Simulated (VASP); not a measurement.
# Mg (P6_3/mmc) in VASP: a series of runs

Aim: see how the results for Mg move with the level of theory and the settings. Levels: PBEsol, r2SCAN, LDA, PBE. Tasks: single point.

All numbers are computed with VASP 6.6.1; they aren't measurements. Logs are shortened: lines on timing, memory, paths and dates and some standing lists are left out, and cuts for length are marked.

## (1) The cell of the first run

Symmetry: P6_3/mmc, No. 194, hexagonal system. The conventional cell has a = 3.189 Å, b = 3.189 Å, c = 5.113 Å, α = 90.00°, β = 90.00°, γ = 120.00°. Mg (site symmetry -6m2) has 12 Mg at 3.15 to 3.19 Å within 4.1 Å.

## (2) Single point, PBEsol

The input, INCAR:

```
PREC = Accurate
ENCUT = 520
EDIFF = 1E-6
ISMEAR = -1
SIGMA = 0.05
LREAL = False
LASPH = True
NELM = 100
ALGO = Normal
ISIF = 2
LWAVE = False
LCHARG = True
GGA = PS
LELF = True
LVHAR = True
NBANDS = 9
```

The input, KPOINTS:

```
Automatic mesh
0
Gamma
  11 11 6
```

The input, POSCAR:

```
Mg
1.0
    3.1891760000      0.0000000000      0.0000000000
   -1.5945880000      2.7619080000      0.0000000000
    0.0000000000      0.0000000000      5.1134100000
Mg
2
Direct
    0.3333330000      0.6666670000      0.2500000000
    0.6666670000      0.3333330000      0.7500000000
```

Potentials or basis: VASP PAW PBE potentials, release 64 (Mg).

Command:

```console
$ cat potpaw_PBE.64/Mg/POTCAR > POTCAR
$ mpirun -np 1 vasp_std > vasp.out
```

OUTCAR:

```text
PREC = Accurate
   ENCUT = 520
   EDIFF = 1E-6
   ISMEAR = -1
   LREAL = False
   LASPH = True
   NELM = 100
   ISIF = 2
   GGA = PS

 ion  position               nearest neighbor table
   1  0.333  0.667  0.250-   2 3.15   2 3.15   2 3.15   2 3.15   2 3.15   2 3.15
   2  0.667  0.333  0.750-   1 3.15   1 3.15   1 3.15   1 3.15   1 3.15   1 3.15

  LATTYP: Found a hexagonal cell.
 ALAT       =     3.1891760000
 C/A-ratio  =     1.6033640037

  Lattice vectors:

 A1 = (   3.1891760000,   0.0000000000,   0.0000000000)
 A2 = (  -1.5945880000,   2.7619080000,   0.0000000000)
 A3 = (   0.0000000000,   0.0000000000,   5.1134100000)

Analysis of symmetry for initial positions (statically):
=====================================================================
 Subroutine PRICEL returns:
 Original cell was already a primitive cell.

 Routine SETGRP: Setting up the symmetry group for a
 hexagonal supercell.

 Subroutine GETGRP returns: Found 24 space group operations
 (whereof 12 operations were pure point group operations)
 out of a pool of 24 trial point group operations.

The static configuration has the point symmetry D_3d.
 The point group associated with its full space group is D_6h.

Analysis of symmetry for dynamics (positions and initial velocities):
=====================================================================
 Subroutine PRICEL returns:
 Original cell was already a primitive cell.

 Routine SETGRP: Setting up the symmetry group for a
 hexagonal supercell.

 Subroutine GETGRP returns: Found 24 space group operations
 (whereof 12 operations were pure point group operations)
 out of a pool of 24 trial point group operations.

The dynamic configuration has the point symmetry D_3d.
 The point group associated with its full space group is D_6h.

 Subroutine INISYM returns: Found 24 space group operations
 (whereof 12 operations are pure point group operations),
 and found     1 'primitive' translations

----------------------------------------------------------------------------------------

                                     Primitive cell

  volume of cell :      45.0400

  direct lattice vectors                    reciprocal lattice vectors
     3.189176000  0.000000000  0.000000000     0.313560619  0.181034271  0.000000000
    -1.594588000  2.761908000  0.000000000     0.000000000  0.362068541  0.000000000
     0.000000000  0.000000000  5.113410000     0.000000000  0.000000000  0.195564213

  length of vectors
     3.189176000  3.189176491  5.113410000     0.362068597  0.362068541  0.195564213

  position of ions in fractional coordinates (direct lattice)
     0.333333000  0.666667000  0.250000000
     0.666667000  0.333333000  0.750000000

  ion indices of the primitive-cell ions
   primitive index   ion index
                 1           1
                 2           2

----------------------------------------------------------------------------------------

 KPOINTS: Automatic mesh

Automatic generation of k-mesh.
 Grid dimensions read from file:
 generate k-points for:   11   11    6

 Generating k-lattice:

  Cartesian coordinates                     Fractional coordinates (reciprocal lattice)
     0.028505511  0.016457661  0.000000000     0.090909091 -0.000000000  0.000000000
     0.000000000  0.032915322  0.000000000     0.000000000  0.090909091  0.000000000
     0.000000000  0.000000000  0.032594035     0.000000000  0.000000000  0.166666667

  Length of vectors
     0.032915327  0.032915322  0.032594035

  Shift w.r.t. Gamma in fractional coordinates (k-lattice)
     0.000000000  0.000000000  0.000000000

 Subroutine IBZKPT returns following result:
 ===========================================

 Found     64 irreducible k-points:

 Following reciprocal coordinates:
            Coordinates               Weight
  0.000000  0.000000  0.000000      1.000000
  0.090909  0.000000  0.000000      6.000000
  0.181818 -0.000000  0.000000      6.000000
  0.272727 -0.000000  0.000000      6.000000
  0.363636 -0.000000  0.000000      6.000000
  0.454545 -0.000000  0.000000      6.000000
[... 16 lines left out ...]
  0.090909  0.090909  0.166667     12.000000
  0.181818  0.090909  0.166667     24.000000
 [... further k-points ...]
   k-points           NKPTS =     64   k-points in BZ     NKDIM =     64   number of bands    NBANDS=      9
   number of dos      NEDOS =    301   number of ions     NIONS =      2
   total plane-waves  NPLWV =  23040
   dimension x,y,z NGX =    24 NGY =   24 NGZ =   40
   dimension x,y,z NGXF=    48 NGYF=   48 NGZF=   80
   ions per type =               2
   NGX,Y,Z   is equivalent  to a cutoff of  12.51, 12.51, 13.00 a.u.
   NGXF,Y,Z  is equivalent  to a cutoff of  25.02, 25.02, 26.01 a.u.
 SYSTEM =  unknown system
   PREC   = accura    normal or accurate (medium, high low for compatibility)
   ISTART =      0    job   : 0-new  1-cont  2-samecut
   ICHARG =      2    charge: 1-file 2-atom 10-const
   ISPIN  =      1    spin polarized calculation?
   LNONCOLLINEAR =      F non collinear calculations
   LSORBIT =      F    spin-orbit coupling
   LASPH  =      T    aspherical Exc in radial PAW
   ENCUT  =  520.0 eV  38.22 Ry    6.18 a.u.   5.93  5.93  9.51*2*pi/ulx,y,z
   NELM   =    100;   NELMIN=  2; NELMDL= -5     # of ELM steps
   EDIFF  = 0.1E-05   stopping-criterion for ELM
   LREAL  =      F    real-space projection
   EDIFFG = 0.1E-04   stopping-criterion for IOM
   NSW    =      0    number of steps for IOM
   IBRION =     -1    ionic relax: 0-MD 1-quasi-New 2-CG
   NFREE  =      0    steps in history (QN), initial steepest desc. (CG)
   ISIF   =      2    stress and relaxation
   ISYM   =      2    0-nonsym 1-usesym 2-fastsym
   POTIM  = 0.5000    time-step for ionic-motion
   TEBEG  =    0.0;   TEEND  =   0.0 temperature during run
   PSTRESS=    0.0 pullay stress
   NELECT =       4.0000    total number of electrons
   NUPDOWN=      -1.0000    fix difference up-down
   EMIN   =  10.00;   EMAX   =-10.00  energy-range for DOS
   EFERMI =   0.00;   METHOD = LEGACY
   ISMEAR =    -1;   SIGMA  =   0.05  broadening in eV -4-tet -1-fermi 0-gaus
   EFERMI_NEDOS =   21; number of points for ismear=-14 and -15
   IALGO  =     38    algorithm
   IMIX   =      4    mixing-type and parameters
     AMIX     =   0.40;   BMIX     =  1.00
     AMIX_MAG =   1.60;   BMIX_MAG =  1.00
  volume/ion in A,a.u.               =      22.52       151.97
  Fermi-wavevector in a.u.,A,eV,Ry     =   0.730402  1.380260  7.258536  0.533487
  Thomas-Fermi vector in A             =   1.822363
   LORBIT       =      0    0 simple, 1 ext, 2 COOP (PROOUT), +10 PAW based schemes
   GGA     = PS    functional components
   LHFCALC =     F    Hartree Fock is set to
   AEXX    =    0.0000 exact exchange contribution
   IVDW    =     0    specifies the selected vdW correction
   LEPSILON=     F    determine dielectric tensor
   LRPA    =     F    only Hartree local field effects (RPA)
 non-spin polarized calculation
  energy-cutoff  :      520.00
  volume of cell :       45.04
 maximum number of plane-waves:      1229
 NGX is ok and might be reduce to    24
   NGX = 11   NGY = 11   NGZ = 19

 number of electron       4.0000000 magnetization

 Free energy of the ion-electron system (eV)
  ---------------------------------------------------
  ext. energy  EPLUGINS =         0.00000000
  ---------------------------------------------------
  free energy    TOTEN  =        -3.46668007 eV

  energy without entropy =       -3.46412883  energy(sigma->0) =       -3.46540445

 E-fermi :   2.7111     XC(G=0):  -8.5938

 val. band max:        2.6473103357   @ k =   0.1818   0.0909   0.0000
 cond. band min:       2.8287385125   @ k =   0.1818   0.1818   0.0000
 fundamental gap:      0.1814281768
 Fermi energy:         2.7110760734

 k-point     1 :       0.0000    0.0000    0.0000
  band No.  band energies     occupation
      1      -4.3198      2.00000
      2       1.0406      2.00000
      3       1.5736      2.00000
      4      13.5968      0.00000
      5      13.5968      0.00000
      6      13.7232      0.00000
      7      13.7232      0.00000
      8      14.6773      0.00000
      9      16.1720      0.00000

 k-point     2 :       0.0909    0.0000    0.0000
  band No.  band energies     occupation
      1      -4.1564      2.00000
      2       1.1894      2.00000
      3       1.7317      2.00000
      4      11.0960      0.00000
      5      12.2962      0.00000
      6      13.1319      0.00000
      7      15.2448      0.00000
      8      15.6753      0.00000
      9      15.8571      0.00000

 k-point     3 :       0.1818   -0.0000    0.0000
  band No.  band energies     occupation
      1      -3.6680      2.00000
      2       1.6359      2.00000
      3       2.1975      1.99993
      4       8.3593      0.00000
      5      11.2044      0.00000
      6      11.7873      0.00000
      7      13.1599      0.00000
      8      14.3650      0.00000
      9      15.8320      0.00000

 k-point     4 :       0.2727   -0.0000    0.0000
  band No.  band energies     occupation
      1      -2.8597      2.00000
      2       2.3812      1.99728
      3       2.9240      0.02789
      4       5.8824      0.00000
      5      10.3551      0.00000
      6      10.3869      0.00000
      7      10.6398      0.00000
      8      12.6837      0.00000
      9      14.9098      0.00000
[... 205 lines left out ...]
 k-point    22 :       0.4545   -0.0000    0.1667
  band No.  band energies     occupation
      1      -0.1691      2.00000
      2       1.5034      2.00000
      3       3.5298      0.00000
      4       5.1402      0.00000
      5       7.0902      0.00000
      6       8.5483      0.00000
      7       9.7050      0.00000
      8      11.3447      0.00000
      9      12.8961      0.00000

 k-point    23 :       0.0909    0.0909    0.1667
  band No.  band energies     occupation
      1      -3.6711      2.00000
      2       0.0681      2.00000
      3       3.7331      0.00000
      4       9.7782      0.00000
      5      10.1065      0.00000
      6      13.1165      0.00000
      7      13.3183      0.00000
      8      13.9824      0.00000
      9      15.2029      0.00000

 k-point    24 :       0.1818    0.0909    0.1667
  band No.  band energies     occupation
      1      -3.0238      2.00000
      2       0.6858      2.00000
      3       4.2968      0.00000
      4       7.3222      0.00000
      5       8.8972      0.00000
      6      10.8158      0.00000
      7      12.3154      0.00000
      8      13.6390      0.00000
      9      14.3994      0.00000

 [... further k-points ...]

------------------------ aborting loop because EDIFF is reached ----------------------------------------

  FORCE on cell =-STRESS in cart. coord.  units (eV):
  Direction    XX          YY          ZZ          XY          YZ          ZX
  --------------------------------------------------------------------------------------
  -------------------------------------------------------------------------------------
  Total       -0.1253996     -0.1253996      0.1651636     -0.0000000      0.0000000      0.0000000
  in kB       -4.4607549     -4.4607567      5.8752537     -0.0000000      0.0000000      0.0000000
  external PRESSURE =      -1.0154193 kB  Pullay stress =       0.0000000 kB

 VOLUME and BASIS-vectors are now :
 -----------------------------------------------------------------------------
  energy-cutoff  :      520.00
  volume of cell :       45.04
      direct lattice vectors                 reciprocal lattice vectors
     3.189176000  0.000000000  0.000000000     0.313560619  0.181034271  0.000000000
    -1.594588000  2.761908000  0.000000000     0.000000000  0.362068541  0.000000000
     0.000000000  0.000000000  5.113410000     0.000000000  0.000000000  0.195564213

 POSITION                                       TOTAL-FORCE (eV/Angst)
 -----------------------------------------------------------------------------------
     -0.00000      1.84127      1.27835        -0.000000     -0.000000      0.000000
      1.59459      0.92064      3.83506         0.000000      0.000000      0.000000
 -----------------------------------------------------------------------------------
    total drift:                               -0.000001      0.000001     -0.000003

  FREE ENERGIE OF THE ION-ELECTRON SYSTEM (eV)
  ---------------------------------------------------
  free  energy   TOTEN  =        -3.4666800711 eV

  energy  without entropy=       -3.4641288285  energy(sigma->0) =       -3.46540445
```

It took 14 s on 1 thread of Intel Xeon Platinum 8259CL at 2.50GHz (Skylake/Cascade Lake), shared host; peak memory 0.17 GiB.

Results:

```yaml
Free_energy: -3.4667 eV
Pressure: -0.1 GPa
Band_gap_on_the_k_mesh: zero (bands 2 and 3 overlap by 1.97 eV)
```

Stress tensor (GPa, compression positive):
```
-0.45  0.00  0.00
 0.00 -0.45  0.00
 0.00  0.00  0.59
```

Caveat: the PAW data sets were made with another functional, which shifts forces and pressure a little.

## (3) Single point, r2SCAN

POSCAR is that of step 2.

The input, INCAR.step1:

```
ALGO = Normal ; EDIFF = 1E-4
ENCUT = 520 ; GGA = PE
ISMEAR = -1 ; LASPH = True
LCHARG = False ; LREAL = False
LWAVE = True ; NBANDS = 9
NELM = 100 ; PREC = Accurate
SIGMA = 0.05
```

The input, INCAR.step2:

```
ALGO = Normal ; EDIFF = 1E-7
ENCUT = 520 ; ISIF = 2
ISMEAR = -1 ; ISTART = 1
LASPH = True ; LCHARG = False
LMIXTAU = True ; LREAL = False
LWAVE = False ; METAGGA = R2SCAN
NBANDS = 9 ; NELM = 100
PREC = Accurate ; SIGMA = 0.05
```

The input, KPOINTS:

```
k-points
0
Gamma
  11 11 6
```

Potentials or basis: VASP PAW PBE potentials, release 64 (Mg).

Command:

```console
$ cat potpaw_PBE.64/Mg/POTCAR > POTCAR
$ cp INCAR.step1 INCAR
$ mpirun -np 1 vasp_std > vasp.out
$ cp INCAR.step2 INCAR
$ mpirun -np 1 vasp_std > vasp.out
```

It took 62 s on 1 thread of Intel Xeon Platinum 8259CL at 2.50GHz (Skylake/Cascade Lake), shared host; peak memory 0.18 GiB.

The run converged. Its results:

- Free energy: -8.3163 eV
- Pressure: -0.2 GPa
- Band gap on the k mesh: zero (bands 2 and 3 overlap by 1.94 eV)

Stress tensor (GPa, compression positive):
```
-0.54  0.00  0.00
 0.00 -0.54  0.00
 0.00  0.00  0.52
```

Levels at points of the mesh, in eV from the Fermi level:
| k point | band 1 | band 2 | band 3 | band 4 | band 5 |
| --- | --- | --- | --- | --- | --- |
| (0.00, 0.00, 0.00) | -7.53 | -1.92 | -1.13 | 11.62 | 11.62 |
| (0.00, 0.00, 0.50) | -6.00 | -6.00 | 5.60 | 5.60 | 12.40 |

Caveat: the PAW data sets were made with another functional, which shifts forces and pressure a little.

## (4) Single point, LDA

The input, INCAR:

```
SYSTEM = Mg
PREC = Accurate ; ENCUT = 520
EDIFF = 1E-6 ; ISMEAR = -1
SIGMA = 0.05 ; LREAL = .False.
LASPH = .True. ; NELM = 100
ALGO = Normal ; ISIF = 2
LWAVE = .False. ; LCHARG = .False.
GGA = CA ; NBANDS = 9
```

The input, KPOINTS:

```
Automatic mesh
0
Gamma
  11 11 6
  0 0 0
```

POSCAR is that of step 3.

Potentials or basis: VASP PAW LDA potentials, release 64 (Mg).

Command:

```console
$ cat potpaw_LDA.64/Mg/POTCAR > POTCAR
$ mpirun -np 1 vasp_std > vasp.out
```

Run time: 18 s. Hardware: 1 thread of Intel Xeon 8259CL, shared host; peak memory 0.15 GiB.

It converged, with:

```yaml
Free_energy: -3.6271 eV
Pressure: -1.9 GPa
Band_gap_on_the_k_mesh: zero (bands 2 and 3 overlap by 2.02 eV)
```

Stress tensor (GPa, compression positive):
```
-2.22  0.00  0.00
 0.00 -2.22  0.00
 0.00  0.00 -1.22
```

Levels at points of the mesh, in eV from the Fermi level:
| k point | band 1 | band 2 | band 3 | band 4 | band 5 | band 6 |
| --- | --- | --- | --- | --- | --- | --- |
| (0.00, 0.00, 0.00) | -7.01 | -1.62 | -1.16 | 10.87 | 10.87 | 10.92 |
| (0.00, 0.00, 0.50) | -5.58 | -5.58 | 5.26 | 5.26 | 11.63 | 11.63 |

## (5) Single point, PBE

The input, INCAR:

```
PREC = Accurate
ENCUT = 520
EDIFF = 1E-7
ISMEAR = -1
SIGMA = 0.05
LREAL = False
LASPH = True
NELM = 100
ALGO = Normal
ISIF = 2
LWAVE = False
LCHARG = False
GGA = PE
NBANDS = 9
```

The input, KPOINTS:

```
Automatic mesh
0
Gamma
  11 11 6
```

POSCAR is that of step 4.

Potentials or basis: VASP PAW PBE potentials, release 64 (Mg).

Command:

```console
$ cat potpaw_PBE.64/Mg/POTCAR > POTCAR
$ mpirun -np 1 vasp_std > vasp.out
```

It took 22 s on 1 thread of Intel Xeon 8259CL, shared host; peak memory 0.17 GiB.

Results (log left out):

| Property | Result |
| --- | --- |
| Free energy | -3.0308 eV |
| Pressure | 0.5 GPa |
| Band gap on the k mesh | zero (bands 2 and 3 overlap by 1.98 eV) |

Stress tensor (GPa, compression positive):
```
0.19 0.00 0.00
0.00 0.19 0.00
0.00 0.00 1.23
```

Levels at points of the mesh, in eV from the Fermi level:
```tsv
k point	band 1	band 2	band 3	band 4	band 5
(0.00, 0.00, 0.00)	-7.03	-1.67	-1.14	10.90	10.90
(0.00, 0.00, 0.50)	-5.60	-5.60	5.27	5.27	11.66
```

## (6) The runs side by side

| level | potentials or basis | gap on the mesh (eV) | pressure (GPa) |
| --- | --- | --- | --- |
| PBEsol | VASP PAW PBE potentials, release 64 (Mg) | none | -0.1 |
| r2SCAN | VASP PAW PBE potentials, release 64 (Mg) | none | -0.2 |
| LDA | VASP PAW LDA potentials, release 64 (Mg) | none | -1.9 |
| PBE | VASP PAW PBE potentials, release 64 (Mg) | none | 0.5 |

Alike in all rows: task single point; no spin polarisation; cell as given; k mesh 11 × 11 × 6; cutoff (eV) 520; smearing fermi-dirac 0.05 eV.

Caveats: the PAW data sets were made with another functional, which shifts forces and pressure a little (at least some runs).

Absolute energies hang on the potentials; compare differences alone.
